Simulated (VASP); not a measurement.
# CsBe2 (Fm-3m) in VASP: further runs

Runs on CsBe2. Level: PBE. Tasks: single point, relaxation of cell and atoms.

Everything below comes from runs of VASP 6.6.1. Logs are shortened: lines on timing, memory, paths and dates and some standing lists are left out, and cuts for length are marked.

## (1) The cell of the first run

It takes space group Fm-3m (No. 225, cubic). The conventional cell has a = 6.192 Å, b = 6.192 Å, c = 6.192 Å, α = 90.00°, β = 90.00°, γ = 90.00°. Cs (site symmetry m-3m) has 8 Be at 2.68 Å within 3.5 Å. Within 3.5 Å of Be (site symmetry -43m) lie 4 Cs at 2.68 Å and 6 Be at 3.10 Å.

## (2) Single point, PBE

File INCAR:

```
PREC     = Accurate       # precision mode
ENCUT    = 520            # plane-wave cutoff, eV
EDIFF    = 1E-6           # SCF threshold, eV
ISMEAR   = 0              # smearing method
SIGMA    = 0.1            # smearing width, eV
LREAL    = F              # projectors in reciprocal space
LASPH    = T              # aspherical terms in the spheres
NELM     = 80             # most SCF steps
ALGO     = Fast           # electronic algorithm
ISIF     = 2              # what is computed and relaxed
LWAVE    = F              # write WAVECAR
LCHARG   = T              # write CHGCAR
GGA      = PE             # functional
LELF     = T              # ELF
LVHAR    = T            
NBANDS   = 14             # bands
```

File KPOINTS:

```
regular mesh
0
Gamma
  6 6 6
```

File POSCAR:

```
CsBe2
1.0
    0.0000000000      3.0958981480      3.0958981480
    3.0958981480      0.0000000000      3.0958981480
    3.0958981480      3.0958981480      0.0000000000
Cs Be
1 2
Direct
    0.0000000000      0.0000000000      0.0000000000
    0.2500000000      0.2500000000      0.2500000000
    0.7500000000      0.7500000000      0.7500000000
```

Potentials or basis: VASP PAW PBE potentials, release 64 (Cs_sv, Be).

Started as:

```bash
$ cat potpaw_PBE.64/Cs_sv/POTCAR potpaw_PBE.64/Be/POTCAR > POTCAR
$ mpirun -np 1 vasp_std > vasp.out
```

OUTCAR:

```text
PREC = Accurate
   ENCUT = 520
   EDIFF = 1E-6
   ISMEAR = 0
   LREAL = F
   LASPH = T
   NELM = 80
   ISIF = 2
   GGA = PE

 ion  position               nearest neighbor table
   1  0.000  0.000  0.000-   3 2.68   3 2.68   3 2.68   2 2.68   3 2.68   2 2.68   2 2.68   2 2.68

   2  0.250  0.250  0.250-   1 2.68   1 2.68   1 2.68   1 2.68
   3  0.750  0.750  0.750-   1 2.68   1 2.68   1 2.68   1 2.68

  LATTYP: Found a face centered cubic cell.
 ALAT       =     6.1917962960

  Lattice vectors:

 A1 = (   0.0000000000,   3.0958981480,   3.0958981480)
 A2 = (   3.0958981480,   0.0000000000,   3.0958981480)
 A3 = (   3.0958981480,   3.0958981480,   0.0000000000)

Analysis of symmetry for initial positions (statically):
=====================================================================
 Subroutine PRICEL returns:
 Original cell was already a primitive cell.

 Routine SETGRP: Setting up the symmetry group for a
 face centered cubic supercell.

 Subroutine GETGRP returns: Found 48 space group operations
 (whereof 48 operations were pure point group operations)
 out of a pool of 48 trial point group operations.

The static configuration has the point symmetry O_h .

Analysis of symmetry for dynamics (positions and initial velocities):
=====================================================================
 Subroutine PRICEL returns:
 Original cell was already a primitive cell.

 Routine SETGRP: Setting up the symmetry group for a
 face centered cubic supercell.

 Subroutine GETGRP returns: Found 48 space group operations
 (whereof 48 operations were pure point group operations)
 out of a pool of 48 trial point group operations.

The dynamic configuration has the point symmetry O_h .

 Subroutine INISYM returns: Found 48 space group operations
 (whereof 48 operations are pure point group operations),
 and found     1 'primitive' translations

----------------------------------------------------------------------------------------

                                     Primitive cell

  volume of cell :      59.3458

  direct lattice vectors                    reciprocal lattice vectors
     0.000000000  3.095898148  3.095898148    -0.161504021  0.161504021  0.161504021
     3.095898148  0.000000000  3.095898148     0.161504021 -0.161504021  0.161504021
     3.095898148  3.095898148  0.000000000     0.161504021  0.161504021 -0.161504021

  length of vectors
     4.378261149  4.378261149  4.378261149     0.279733170  0.279733170  0.279733170

  position of ions in fractional coordinates (direct lattice)
     0.000000000  0.000000000  0.000000000
     0.250000000  0.250000000  0.250000000
     0.750000000  0.750000000  0.750000000

  ion indices of the primitive-cell ions
   primitive index   ion index
                 1           1
                 2           2
                 3           3

----------------------------------------------------------------------------------------

 KPOINTS: regular mesh

Automatic generation of k-mesh.
 Grid dimensions read from file:
 generate k-points for:    6    6    6

 Generating k-lattice:

  Cartesian coordinates                     Fractional coordinates (reciprocal lattice)
    -0.026917337  0.026917337  0.026917337     0.166666667  0.000000000  0.000000000
     0.026917337 -0.026917337  0.026917337     0.000000000  0.166666667  0.000000000
     0.026917337  0.026917337 -0.026917337     0.000000000  0.000000000  0.166666667

  Length of vectors
     0.046622195  0.046622195  0.046622195

  Shift w.r.t. Gamma in fractional coordinates (k-lattice)
     0.000000000  0.000000000  0.000000000

 Subroutine IBZKPT returns following result:
 ===========================================

 Found     16 irreducible k-points:

 Following reciprocal coordinates:
            Coordinates               Weight
  0.000000  0.000000  0.000000      1.000000
  0.166667  0.000000  0.000000      8.000000
  0.333333  0.000000  0.000000      8.000000
  0.500000  0.000000  0.000000      4.000000
  0.166667  0.166667  0.000000      6.000000
  0.333333  0.166667  0.000000     24.000000
[... 8 lines left out ...]
 -0.333333  0.333333  0.166667     24.000000
 -0.333333  0.500000  0.166667     12.000000
   k-points           NKPTS =     16   k-points in BZ     NKDIM =     16   number of bands    NBANDS=     14
   number of dos      NEDOS =    301   number of ions     NIONS =      3
   total plane-waves  NPLWV =  46656
   dimension x,y,z NGX =    36 NGY =   36 NGZ =   36
   dimension x,y,z NGXF=    72 NGYF=   72 NGZF=   72
   ions per type =               1   2
   NGX,Y,Z   is equivalent  to a cutoff of  13.67, 13.67, 13.67 a.u.
   NGXF,Y,Z  is equivalent  to a cutoff of  27.34, 27.34, 27.34 a.u.
 SYSTEM =  unknown system
   PREC   = accura    normal or accurate (medium, high low for compatibility)
   ISTART =      0    job   : 0-new  1-cont  2-samecut
   ICHARG =      2    charge: 1-file 2-atom 10-const
   ISPIN  =      1    spin polarized calculation?
   LNONCOLLINEAR =      F non collinear calculations
   LSORBIT =      F    spin-orbit coupling
   LASPH  =      T    aspherical Exc in radial PAW
   ENCUT  =  520.0 eV  38.22 Ry    6.18 a.u.   8.14  8.14  8.14*2*pi/ulx,y,z
   NELM   =     80;   NELMIN=  2; NELMDL= -5     # of ELM steps
   EDIFF  = 0.1E-05   stopping-criterion for ELM
   LREAL  =      F    real-space projection
   EDIFFG = 0.1E-04   stopping-criterion for IOM
   NSW    =      0    number of steps for IOM
   IBRION =     -1    ionic relax: 0-MD 1-quasi-New 2-CG
   NFREE  =      0    steps in history (QN), initial steepest desc. (CG)
   ISIF   =      2    stress and relaxation
   ISYM   =      2    0-nonsym 1-usesym 2-fastsym
   POTIM  = 0.5000    time-step for ionic-motion
   TEBEG  =    0.0;   TEEND  =   0.0 temperature during run
   PSTRESS=    0.0 pullay stress
   NELECT =      13.0000    total number of electrons
   NUPDOWN=      -1.0000    fix difference up-down
   EMIN   =  10.00;   EMAX   =-10.00  energy-range for DOS
   EFERMI =   0.00;   METHOD = LEGACY
   ISMEAR =     0;   SIGMA  =   0.10  broadening in eV -4-tet -1-fermi 0-gaus
   EFERMI_NEDOS =   21; number of points for ismear=-14 and -15
   IALGO  =     68    algorithm
   IMIX   =      4    mixing-type and parameters
     AMIX     =   0.40;   BMIX     =  1.00
     AMIX_MAG =   1.60;   BMIX_MAG =  1.00
  volume/ion in A,a.u.               =      19.78       133.50
  Fermi-wavevector in a.u.,A,eV,Ry     =   0.986868  1.864911 13.250842  0.973909
  Thomas-Fermi vector in A             =   2.118281
   LORBIT       =      0    0 simple, 1 ext, 2 COOP (PROOUT), +10 PAW based schemes
   GGA     = PE    functional components
   LHFCALC =     F    Hartree Fock is set to
   AEXX    =    0.0000 exact exchange contribution
   IVDW    =     0    specifies the selected vdW correction
   LEPSILON=     F    determine dielectric tensor
   LRPA    =     F    only Hartree local field effects (RPA)
 non-spin polarized calculation
 RMM-DIIS sequential band-by-band and
 Gauss-broadening in eV      SIGMA  =   0.10
  energy-cutoff  :      520.00
  volume of cell :       59.35
 maximum number of plane-waves:      1639
 NGX is ok and might be reduce to    36
   NGX = 17   NGY = 17   NGZ = 17

 number of electron      13.0000001 magnetization

 Free energy of the ion-electron system (eV)
  ---------------------------------------------------
  ext. energy  EPLUGINS =         0.00000000
  ---------------------------------------------------
  free energy    TOTEN  =         0.07221799 eV

  energy without entropy =        0.09292383  energy(sigma->0) =        0.08257091

 E-fermi :   3.7215     XC(G=0):  -9.4280

 val. band max:        3.7171375773   @ k =  -0.3333   0.3333   0.0000
 cond. band min:       3.7627188909   @ k =   0.3333   0.1667   0.0000
 fundamental gap:      0.0455813137
 Fermi energy:         3.7215460517

 k-point     1 :       0.0000    0.0000    0.0000
  band No.  band energies     occupation
      1     -18.7609      2.00000
      2      -5.3509      2.00000
      3      -5.3509      2.00000
      4      -5.3509      2.00000
      5      -0.4316      2.00000
      6       2.9160      2.00000
      7       2.9160      2.00000
      8       2.9160      2.00000
      9       6.1198      0.00000
     10       8.4270      0.00000
     11       8.4270      0.00000
     12       8.4776      0.00000
     13       8.4776      0.00000
     14       8.4776      0.00000

 k-point     2 :       0.1667    0.0000    0.0000
  band No.  band energies     occupation
      1     -18.7222      2.00000
      2      -5.8851      2.00000
      3      -5.4229      2.00000
      4      -5.4229      2.00000
      5       0.1988      2.00000
      6       2.7862      2.00000
      7       3.2132      2.00000
      8       3.2132      2.00000
      9       6.7875      0.00000
     10       6.9991      0.00000
     11       6.9991      0.00000
     12       8.5126      0.00000
     13      10.6157      0.00000
     14      10.6157      0.00000

 k-point     3 :       0.3333    0.0000    0.0000
  band No.  band energies     occupation
      1     -18.6429      2.00000
      2      -6.7071      2.00000
      3      -5.5577      2.00000
      4      -5.5577      2.00000
      5       0.7484      2.00000
      6       3.5898      1.93754
      7       3.6048      1.90132
      8       3.6048      1.90132
      9       6.9523      0.00000
     10       6.9523      0.00000
     11       7.0853      0.00000
     12       9.0529      0.00000
     13      11.3497      0.00000
     14      11.4108      0.00000
[... 188 lines left out ...]
 k-point    15 :      -0.3333    0.3333    0.1667
  band No.  band energies     occupation
      1     -18.5627      2.00000
      2      -6.7268      2.00000
      3      -6.3301      2.00000
      4      -5.9127      2.00000
      5       2.2401      2.00000
      6       3.0178      2.00000
      7       3.7824      0.38969
      8       4.7535      0.00000
      9       5.6506      0.00000
     10       7.1954      0.00000
     11       8.6397      0.00000
     12       9.2302      0.00000
     13      11.3194      0.00000
     14      11.5146      0.00000

 k-point    16 :      -0.3333    0.5000    0.1667
  band No.  band energies     occupation
      1     -18.5496      2.00000
      2      -6.7322      2.00000
      3      -6.3004      2.00000
      4      -6.0897      2.00000
      5       2.2748      2.00000
      6       2.5291      2.00000
      7       4.0096      0.00005
      8       4.7872      0.00000
      9       6.8712      0.00000
     10       7.4372      0.00000
     11       7.8674      0.00000
     12       9.9953      0.00000
     13      10.7546      0.00000
     14      11.8380      0.00000

------------------------ aborting loop because EDIFF is reached ----------------------------------------

  FORCE on cell =-STRESS in cart. coord.  units (eV):
  Direction    XX          YY          ZZ          XY          YZ          ZX
  --------------------------------------------------------------------------------------
  -------------------------------------------------------------------------------------
  Total        4.1584449      4.1584449      4.1584449      0.0000000      0.0000000      0.0000000
  in kB      112.2668522    112.2668522    112.2668522      0.0000000      0.0000000      0.0000000
  external PRESSURE =     112.2668522 kB  Pullay stress =       0.0000000 kB

 VOLUME and BASIS-vectors are now :
 -----------------------------------------------------------------------------
  energy-cutoff  :      520.00
  volume of cell :       59.35
      direct lattice vectors                 reciprocal lattice vectors
     0.000000000  3.095898148  3.095898148    -0.161504021  0.161504021  0.161504021
     3.095898148  0.000000000  3.095898148     0.161504021 -0.161504021  0.161504021
     3.095898148  3.095898148  0.000000000     0.161504021  0.161504021 -0.161504021

 POSITION                                       TOTAL-FORCE (eV/Angst)
 -----------------------------------------------------------------------------------
      0.00000      0.00000      0.00000         0.000000     -0.000000     -0.000000
      1.54795      1.54795      1.54795         0.000000      0.000000      0.000000
      4.64385      4.64385      4.64385        -0.000000     -0.000000     -0.000000
 -----------------------------------------------------------------------------------
    total drift:                               -0.000000      0.000000     -0.000000

  FREE ENERGIE OF THE ION-ELECTRON SYSTEM (eV)
  ---------------------------------------------------
  free  energy   TOTEN  =         0.0722179877 eV

  energy  without entropy=        0.0929238333  energy(sigma->0) =        0.08257091
```

Wall time 8.8 s (1 thread of Intel Xeon 6975P-C (Granite Rapids), shared host); peak memory 0.2 GiB.

What came out:

```
Free energy            : 0.0722 eV
Pressure               : 11.2 GPa
Band gap on the k mesh : zero (an odd number of electrons rules out a gap without spin polarisation)
```

Caveat: the cell stands under pressure; spin-orbit coupling is left out, which moves the levels of the heavy elements.

## (3) Single point, PBE

This run uses another cell than the first one, of 45.47 Å³/atom.

File INCAR:

```
PREC = Accurate ; ENCUT = 520
EDIFF = 1E-6 ; ISMEAR = 0
SIGMA = 0.1 ; LREAL = False
LASPH = True ; NELM = 80
ALGO = Normal ; ISIF = 2
LWAVE = False ; LCHARG = False
GGA = PE ; NBANDS = 14
```

KPOINTS is that of step 2.

File POSCAR:

```
CsBe2
1.0
    0.0000000000      4.0856234342      4.0856234342
    4.0856234342      0.0000000000      4.0856234342
    4.0856234342      4.0856234342      0.0000000000
Cs Be
1 2
Direct
    0.0000000000      0.0000000000      0.0000000000
    0.2500000000      0.2500000000      0.2500000000
    0.7500000000      0.7500000000      0.7500000000
```

Potentials or basis: VASP PAW PBE potentials, release 64 (Cs_sv, Be).

Started as:

```bash
$ cat potpaw_PBE.64/Cs_sv/POTCAR potpaw_PBE.64/Be/POTCAR > POTCAR
$ mpirun -np 1 vasp_std > vasp.out
```

Wall time 15 s (1 thread of Intel Xeon 6975P-C (Granite Rapids), shared host); peak memory 0.31 GiB.

It converged, with:

```
Free energy            : -2.3868 eV
Pressure               : 0.1 GPa
Band gap on the k mesh : zero (an odd number of electrons rules out a gap without spin polarisation)
```

Levels at points of the mesh, in eV from the Fermi level:
```tsv
k point	band 2	band 3	band 4	band 5	band 6	band 7	band 8	band 9	band 10	band 11
(0.00, 0.00, 0.00)	-9.29	-9.29	-9.29	-3.93	-0.93	0.06	0.06	0.06	2.67	2.67
(0.50, 0.00, 0.00)	-9.46	-9.32	-9.32	-2.92	-2.19	0.53	0.53	1.44	1.51	1.73
(0.50, 0.50, 0.00)	-9.46	-9.35	-9.35	-2.28	-2.25	-0.90	0.67	0.67	2.36	2.36
```

Caveat: spin-orbit coupling is left out, which moves the levels of the heavy elements.

(Continued in part 2 of 2.)
